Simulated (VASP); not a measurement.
## Sn3PbO4: single point with PBE

Sn3PbO4:

```
Sn Pb O
1.0
     3.90515    0.00000    0.00000
     0.00000    3.90515    0.00000
     0.00000    0.00000   10.34933
Sn Pb O
3 1 4
Direct
  0.50000 0.50000 0.62103
  0.00000 0.00000 0.39922
  0.00000 0.00000 0.88082
  0.50000 0.50000 0.11160
  0.50000 0.00000 0.98744
  0.50000 0.00000 0.50622
  0.00000 0.50000 0.98744
  0.00000 0.50000 0.50622
```

```json
{
  "Program": "VASP 6.6.1",
  "Task": "single point",
  "Functional": "PBE",
  "Potentials or basis": "VASP PAW PBE potentials, release 64 (Sn_d, Pb_d, O)",
  "Cutoff": "520 eV",
  "k mesh": "4 × 4 × 2",
  "Occupations": "gaussian, width 0.1 eV",
  "Spin": "no spin polarisation",
  "Dipole correction": "no",
  "Further INCAR settings": "ALGO = Normal; EDIFF = 1e-06; NBANDS = 50"
}
```

The pressure is 0.3 GPa and the largest force is 0.083 eV/Å. The band gap on the k mesh is 0.79 eV (least direct gap 1.67 eV).

Forces on the atoms (eV/Å):
```
Sn   0.000  0.000  0.068
Sn   0.000  0.000 -0.083
Sn   0.000  0.000 -0.060
Pb   0.000  0.000  0.057
O    0.000  0.000  0.001
O    0.000  0.000  0.008
O    0.000  0.000  0.001
O    0.000  0.000  0.008
```

Levels at points of the mesh, in eV from the valence-band top:
```tsv
k point	band 36	band 37	band 38	band 39	band 40	band 41	band 42	band 43	band 44	band 45
(0.00, 0.00, 0.00)	-2.46	-2.20	-2.20	-1.65	0.00	1.67	1.98	3.58	3.58	3.92
(0.50, 0.00, 0.00)	-3.44	-2.26	-1.99	-1.55	-1.13	2.34	2.42	3.17	3.27	5.47
(0.50, 0.50, 0.00)	-2.00	-1.86	-1.74	-1.45	-1.34	0.79	0.79	2.86	2.86	3.81
(0.00, 0.00, 0.50)	-2.46	-2.20	-2.20	-0.80	-0.48	1.56	1.87	3.96	3.96	4.21
(0.50, 0.00, 0.50)	-3.44	-2.06	-1.72	-1.70	-1.39	2.38	2.55	3.03	3.21	5.58
(0.50, 0.50, 0.50)	-1.97	-1.90	-1.74	-1.47	-1.45	1.46	1.46	1.56	1.56	4.73
```

Run time: 3.4 min on 1 thread of Intel Xeon 8259CL, with other jobs on the host, peak memory 0.3 GiB.

Caveat: spin-orbit coupling is left out, which moves the levels of the heavy elements. A k mesh can miss the band edges.
